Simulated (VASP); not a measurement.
# BaHfO3 (Pm-3m) in VASP: single point with PBE

Aim: the single point of BaHfO3 with PBE.

Program: VASP 6.6.1. These are calculated values, not measurements. Logs are shortened: lines on timing, memory, paths and dates and some standing lists are left out, and cuts for length are marked.

## 1. The cell of the first run

The structure is cubic, space group Pm-3m (No. 221). The conventional cell has a = 4.207 Å, b = 4.207 Å, c = 4.207 Å, α = 90.00°, β = 90.00°, γ = 90.00°. Ba (site symmetry m-3m) has 12 O at 2.97 Å and 8 Hf at 3.64 Å within 3.9 Å. O (site symmetry 4/mmm) has 2 Hf at 2.10 Å within 2.8 Å. Within 2.8 Å of Hf (site symmetry m-3m) lie 6 O at 2.10 Å.

## 2. Single point, PBE, non-collinear spin, zero start, spin-orbit coupling

Contents of INCAR:

```
SYSTEM = BaHfO3
ALGO = Normal
EDIFF = 1E-6
ENCUT = 600
GGA = PE
GGA_COMPAT = .FALSE.
ISIF = 2
ISMEAR = 0
LASPH = .TRUE.
LCHARG = .TRUE.
LMAXMIX = 4
LORBIT = 11
LORBMOM = .TRUE.
LREAL = .FALSE.
LSORBIT = .TRUE.
LVHAR = .TRUE.
LWAVE = .FALSE.
MAGMOM = 0 0 0 0 0 0 0 0 0 0 0 0 0 0 0
NBANDS = 53
NELM = 200
PREC = Accurate
SIGMA = 0.02
```

Contents of KPOINTS:

```
k-points
0
G
  4 4 4
  0 0 0
```

Contents of POSCAR:

```
BaHfO3
1.0
    4.2066186459      0.0000000000      0.0000000000
    0.0000000000      4.2066186459      0.0000000000
    0.0000000000      0.0000000000      4.2066186459
Ba O Hf
1 3 1
Direct
    0.0000000000      0.0000000000      0.0000000000
    0.5000000000      0.5000000000      0.0000000000
    0.0000000000      0.5000000000      0.5000000000
    0.5000000000      0.0000000000      0.5000000000
    0.5000000000      0.5000000000      0.5000000000
```

Potentials or basis: VASP PAW PBE potentials, release 64 (Ba_sv, O, Hf_pv).

Launch:

```
$ cat potpaw_PBE.64/Ba_sv/POTCAR potpaw_PBE.64/O/POTCAR potpaw_PBE.64/Hf_pv/POTCAR > POTCAR
$ mpirun -np 1 vasp_ncl > vasp.out
```

OUTCAR:

```text
SYSTEM = BaHfO3
   EDIFF = 1E-6
   ENCUT = 600
   GGA = PE
   ISIF = 2
   ISMEAR = 0
   LASPH = .TRUE.
   LORBIT = 11
   LREAL = .FALSE.
   LSORBIT = .TRUE.
   NELM = 200
   PREC = Accurate

 ion  position               nearest neighbor table
   1  0.000  0.000  0.000-   2 2.97   3 2.97   4 2.97   3 2.97   4 2.97   2 2.97   3 2.97   3 2.97
                             2 2.97   4 2.97   4 2.97   2 2.97   5 3.64   5 3.64   5 3.64   5 3.64
   2  0.500  0.500  0.000-   5 2.10   5 2.10   1 2.97   1 2.97   1 2.97   1 2.97
   3  0.000  0.500  0.500-   5 2.10   5 2.10   1 2.97   1 2.97   1 2.97   1 2.97
   4  0.500  0.000  0.500-   5 2.10   5 2.10   1 2.97   1 2.97   1 2.97   1 2.97
   5  0.500  0.500  0.500-   2 2.10   3 2.10   4 2.10   2 2.10   4 2.10   3 2.10   1 3.64   1 3.64
                             1 3.64   1 3.64   1 3.64   1 3.64   1 3.64   1 3.64

  LATTYP: Found a simple cubic cell.
 ALAT       =     4.2066186459

  Lattice vectors:

 A1 = (   4.2066186459,   0.0000000000,   0.0000000000)
 A2 = (   0.0000000000,   4.2066186459,   0.0000000000)
 A3 = (   0.0000000000,   0.0000000000,   4.2066186459)

Analysis of symmetry for initial positions (statically):
=====================================================================
 Subroutine PRICEL returns:
 Original cell was already a primitive cell.

 Routine SETGRP: Setting up the symmetry group for a
 simple cubic supercell.

 Subroutine GETGRP returns: Found 48 space group operations
 (whereof 48 operations were pure point group operations)
 out of a pool of 48 trial point group operations.

The static configuration has the point symmetry O_h .

Analysis of symmetry for dynamics (positions and initial velocities):
=====================================================================
 Subroutine PRICEL returns:
 Original cell was already a primitive cell.

 Routine SETGRP: Setting up the symmetry group for a
 simple cubic supercell.

 Subroutine GETGRP returns: Found 48 space group operations
 (whereof 48 operations were pure point group operations)
 out of a pool of 48 trial point group operations.

The dynamic configuration has the point symmetry O_h .

Analysis of structural, dynamic, and magnetic symmetry:
=====================================================================
 Subroutine PRICEL returns:
 Original cell was already a primitive cell.

 Routine SETGRP: Setting up the symmetry group for a
 simple cubic supercell.

 Subroutine GETGRP returns: Found 48 space group operations
 (whereof 48 operations were pure point group operations)
 out of a pool of 48 trial point group operations.

The overall configuration has the point symmetry O_h .

 Subroutine INISYM returns: Found 48 space group operations
 (whereof 48 operations are pure point group operations),
 and found     1 'primitive' translations

----------------------------------------------------------------------------------------

                                     Primitive cell

  volume of cell :      74.4388

  direct lattice vectors                    reciprocal lattice vectors
     4.206618646  0.000000000  0.000000000     0.237720622  0.000000000  0.000000000
     0.000000000  4.206618646  0.000000000     0.000000000  0.237720622  0.000000000
     0.000000000  0.000000000  4.206618646     0.000000000  0.000000000  0.237720622

  length of vectors
     4.206618646  4.206618646  4.206618646     0.237720622  0.237720622  0.237720622

  position of ions in fractional coordinates (direct lattice)
     0.000000000  0.000000000  0.000000000
     0.500000000  0.500000000  0.000000000
     0.000000000  0.500000000  0.500000000
     0.500000000  0.000000000  0.500000000
     0.500000000  0.500000000  0.500000000

  ion indices of the primitive-cell ions
   primitive index   ion index
                 1           1
                 2           2
                 3           3
                 4           4
                 5           5

[... 112 lines left out ...]
 val. band max:        2.3239009330   @ k =   0.5000   0.5000   0.5000
 cond. band min:       5.7410996818   @ k =   0.0000   0.0000   0.0000
 fundamental gap:      3.4171987487
 Fermi energy:         2.5214686295

 k-point     1 :       0.0000    0.0000    0.0000
  band No.  band energies     occupation
      1     -31.3369      1.00000
      2     -31.3369      1.00000
      3     -24.4495      1.00000
      4     -24.4495      1.00000
      5     -24.4495      1.00000
      6     -24.4495      1.00000
[... 519 lines left out ...]
     49      10.1595      0.00000
     50      10.1595      0.00000
 [bands above 50 left out]

------------------------ aborting loop because EDIFF is reached ----------------------------------------

  FORCE on cell =-STRESS in cart. coord.  units (eV):
  Direction    XX          YY          ZZ          XY          YZ          ZX
  --------------------------------------------------------------------------------------
  -------------------------------------------------------------------------------------
  Total       -0.3153718     -0.3153718     -0.3153718      0.0000000      0.0000000     -0.0000000
  in kB       -6.7878783     -6.7878783     -6.7878783      0.0000000      0.0000000     -0.0000000
  external PRESSURE =      -6.7878783 kB  Pullay stress =       0.0000000 kB

 VOLUME and BASIS-vectors are now :
 -----------------------------------------------------------------------------
  energy-cutoff  :      600.00
  volume of cell :       74.44
      direct lattice vectors                 reciprocal lattice vectors
     4.206618646  0.000000000  0.000000000     0.237720622  0.000000000  0.000000000
     0.000000000  4.206618646  0.000000000     0.000000000  0.237720622  0.000000000
     0.000000000  0.000000000  4.206618646     0.000000000  0.000000000  0.237720622

 POSITION                                       TOTAL-FORCE (eV/Angst)
 -----------------------------------------------------------------------------------
      0.00000      0.00000      0.00000         0.000000      0.000000      0.000000
      2.10331      2.10331      0.00000         0.000000      0.000000      0.000000
      0.00000      2.10331      2.10331         0.000000      0.000000      0.000000
      2.10331      0.00000      2.10331         0.000000      0.000000      0.000000
      2.10331      2.10331      2.10331         0.000000      0.000000      0.000000
 -----------------------------------------------------------------------------------
    total drift:                                0.000000      0.000000      0.000000

  FREE ENERGIE OF THE ION-ELECTRON SYSTEM (eV)
  ---------------------------------------------------
  free  energy   TOTEN  =       -44.3718151284 eV

  energy  without entropy=      -44.3718151284  energy(sigma->0) =      -44.37181513

 orbital moment (x)

 # of ion     p       d       tot
 ----------------------------------------
  1         0.000  -0.000  -0.000
  2         0.000   0.000   0.000
  3         0.000   0.000   0.000
  4        -0.000   0.000  -0.000
  5        -0.000  -0.000  -0.000
 ----------------------------------------
           -0.000  -0.000  -0.000

 orbital moment (y)

 # of ion     p       d       tot
 ----------------------------------------
  1         0.000   0.000   0.000
  2         0.000   0.000   0.000
  3        -0.000   0.000  -0.000
  4         0.000   0.000   0.000
  5         0.000  -0.000  -0.000
 ----------------------------------------
           -0.000   0.000   0.000

 orbital moment (z)

 # of ion     p       d       tot
 ----------------------------------------
  1         0.000   0.000   0.000
  2         0.000   0.000   0.000
  3         0.000   0.000   0.000
  4         0.000   0.000   0.000
  5         0.000   0.000   0.000
 ----------------------------------------
            0.000   0.000   0.000

 Spin-Orbit-Coupling matrix elements

 Ion:    1  E_soc:     -0.3845470
 l=   1
     0.0000000    -0.0639493    -0.0639493
    -0.0639493     0.0000000    -0.0639493
    -0.0639493    -0.0639493     0.0000000
 l=   2
     0.0000000    -0.0000291     0.0000000    -0.0000291    -0.0001127
    -0.0000291     0.0000000    -0.0000845    -0.0000291    -0.0000282
     0.0000000    -0.0000845     0.0000000    -0.0000845     0.0000000
    -0.0000291    -0.0000291    -0.0000845     0.0000000    -0.0000282
    -0.0001127    -0.0000282     0.0000000    -0.0000282     0.0000000
 l=   3
     0.0000000     0.0000000     0.0000000     0.0000000     0.0000000     0.0000000     0.0000000
     0.0000000     0.0000000     0.0000000     0.0000000     0.0000000     0.0000000     0.0000000
     0.0000000     0.0000000     0.0000000     0.0000000     0.0000000     0.0000000     0.0000000
     0.0000000     0.0000000     0.0000000     0.0000000     0.0000000     0.0000000     0.0000000
[... 69 lines left out ...]
 l=   2
     0.0000000    -0.0006435     0.0000000    -0.0006435    -0.0031146
    -0.0006435     0.0000000    -0.0023359    -0.0006435    -0.0007786
     0.0000000    -0.0023359     0.0000000    -0.0023359     0.0000000
    -0.0006435    -0.0006435    -0.0023359     0.0000000    -0.0007786
    -0.0031146    -0.0007786     0.0000000    -0.0007786     0.0000000
 l=   3
     0.0000000     0.0000000     0.0000000     0.0000000     0.0000000     0.0000000     0.0000000
     0.0000000     0.0000000     0.0000000     0.0000000     0.0000000     0.0000000     0.0000000
     0.0000000     0.0000000     0.0000000     0.0000000     0.0000000     0.0000000     0.0000000
     0.0000000     0.0000000     0.0000000     0.0000000     0.0000000     0.0000000     0.0000000
     0.0000000     0.0000000     0.0000000     0.0000000     0.0000000     0.0000000     0.0000000
     0.0000000     0.0000000     0.0000000     0.0000000     0.0000000     0.0000000     0.0000000
     0.0000000     0.0000000     0.0000000     0.0000000     0.0000000     0.0000000     0.0000000

 total charge

# of ion       s       p       d       tot
------------------------------------------
    1        2.001   5.632   0.264   7.898
    2        1.553   3.488   0.000   5.041
    3        1.553   3.488   0.000   5.041
    4        1.553   3.488   0.000   5.041
    5        0.327   6.731   1.470   8.528
--------------------------------------------------
tot          6.988  22.826   1.734  31.549

 magnetization (x)

# of ion       s       p       d       tot
------------------------------------------
    1       -0.000   0.000   0.000   0.000
    2        0.000  -0.000   0.000  -0.000
    3       -0.000   0.000   0.000  -0.000
    4        0.000  -0.000   0.000  -0.000
    5       -0.000   0.000  -0.000  -0.000
--------------------------------------------------
tot         -0.000  -0.000   0.000  -0.000

 magnetization (y)

# of ion       s       p       d       tot
------------------------------------------
    1       -0.000   0.000   0.000   0.000
    2        0.000   0.000   0.000   0.000
    3        0.000   0.000   0.000   0.000
    4        0.000   0.000   0.000   0.000
    5       -0.000   0.000  -0.000  -0.000
--------------------------------------------------
tot         -0.000   0.000  -0.000   0.000

 magnetization (z)

# of ion       s       p       d       tot
------------------------------------------
    1        0.000   0.000   0.000   0.000
    2        0.000   0.000   0.000   0.000
    3       -0.000  -0.000   0.000  -0.000
    4       -0.000  -0.000   0.000  -0.000
    5        0.000  -0.000   0.000   0.000
--------------------------------------------------
tot          0.000  -0.000   0.000   0.000
```

Run time: 5.1 min. Hardware: 1 thread of Intel Xeon 8259CL, shared host; peak memory 0.43 GiB.

What came out:

```yaml
Free_energy: -44.3718 eV
Pressure: -0.7 GPa
Net_moment: 0.00 μB per cell
Valence_electrons_inside_the_program's_atomic_spheres: Ba 7.90; O 5.04; Hf 8.53
```

Moments on the atoms (μB; x, y, z):
```
Ba  0.00 0.00 0.00
O   0.00 0.00 0.00
O   0.00 0.00 0.00
O   0.00 0.00 0.00
Hf  0.00 0.00 0.00
```

Caveat: the k points lie up to 0.37 Å⁻¹ apart.
